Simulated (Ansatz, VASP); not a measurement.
# One calculation of MgO, two programs

```
Mg O
1.0
     3.48638    0.00000    0.00000
    -1.74319    3.01929    0.00000
     0.00000    0.00000    4.17804
Mg O
2 2
Direct
  0.66667 0.33333 0.75000
  0.33333 0.66667 0.25000
  0.66667 0.33333 0.25000
  0.33333 0.66667 0.75000
```

Alike in both runs: task relaxation of cell and atoms; functional LDA; k mesh 6 × 6 × 6; occupations gaussian, width 0.02 eV; no spin polarisation.

|  | VASP | Ansatz |
| --- | --- | --- |
| version | VASP 6.6.1 | Ansatz 0.2.0 |
| potentials or method | VASP PAW LDA potentials, release 64 (Mg, O), cutoff 600 eV | scalar-relativistic, plane waves, PAW |
| valence electrons in the cell | 16 | 32 |

Ansatz gave:

```
gap on the k mesh at the Fermi level, each at its own relaxed structure (eV)  : 3.49
relaxed volume (Å³/atom)                                                      : 10.67
relaxed length of the cell vector where the two differ most in proportion (Å) : 3.451
```

Q: Estimate VASP's values.

A: gap on the k mesh at the Fermi level, each at its own relaxed structure (eV): 3.56; relaxed volume (Å³/atom): 10.53; relaxed length of the cell vector where the two differ most in proportion (Å): 3.435.

LDA's correlation is that of Perdew and Zunger in VASP and of Perdew and Wang (1992) in Ansatz. VASP's potentials hold 16 valence electrons a cell and Ansatz's 32, so a difference there can come from the potentials and not from the codes.
